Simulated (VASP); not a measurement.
## Rh: relaxation of shape and atoms at fixed volume with PBEsol

Crystal: Rh.

```
Rh
1.0
     2.74238    0.00000    0.00000
    -1.37119    2.37497    0.00000
     0.00000    0.00000    4.41099
Rh
2
Direct
  0.66667 0.33333 0.75000
  0.33333 0.66667 0.25000
```

This cell differs from its parent crystal: volume scaled by 1.06.

- Program: VASP 6.6.1
- Task: relaxation of shape and atoms at fixed volume
- Functional: PBEsol
- Potentials or basis: VASP PAW PBE potentials, release 64 (Rh_pv)
- Cutoff: 600 eV
- k mesh: 18 × 18 × 10
- Occupations: gaussian, width 0.1 eV
- Spin: no spin polarisation
- Dipole correction: no
- Further INCAR settings: ALGO = Fast; EDIFF = 1e-06; IBRION = 2; EDIFFG = -0.01; NSW = 50; ISIF = 4

- Energy gained by relaxing: 0.0 meV/atom
- Ionic steps: 2
- Pressure after relaxing: -14.8 GPa
- Band gap on the k mesh: zero (band 15 reaches 11.66 eV, above the bottom of band 16 at 9.38 eV)

Final structure:
```
Rh
1.0
     2.74320    0.00000    0.00000
    -1.37160    2.37568    0.00000
     0.00000    0.00000    4.40837
Rh
2
Direct
  0.66667 0.33333 0.75000
  0.33333 0.66667 0.25000
```

Levels at points of the mesh, in eV from the Fermi level:
| k point | band 12 | band 13 | band 14 | band 15 | band 16 | band 17 | band 18 | band 19 |
| --- | --- | --- | --- | --- | --- | --- | --- | --- |
| (0.00, 0.00, 0.00) | -2.35 | -2.35 | -1.85 | -1.85 | 0.12 | 0.12 | 0.75 | 8.23 |
| (0.50, 0.00, 0.00) | -2.10 | -2.09 | 0.36 | 0.59 | 0.66 | 2.84 | 4.85 | 9.96 |
| (0.00, 0.00, 0.50) | -2.97 | -2.97 | -2.97 | -0.42 | -0.42 | -0.42 | -0.42 | 14.65 |
| (0.50, 0.00, 0.50) | -1.60 | -0.31 | -0.31 | 0.54 | 0.54 | 2.54 | 2.54 | 8.84 |

It took 2.1 min on 1 thread of Intel(R) Xeon(R) Platinum 8259CL CPU @ 2.50GHz (Skylake/Cascade Lake) (shared host), peak memory 0.24 GiB.

Caveat: the PAW data sets were made with another functional, which shifts forces and pressure a little.
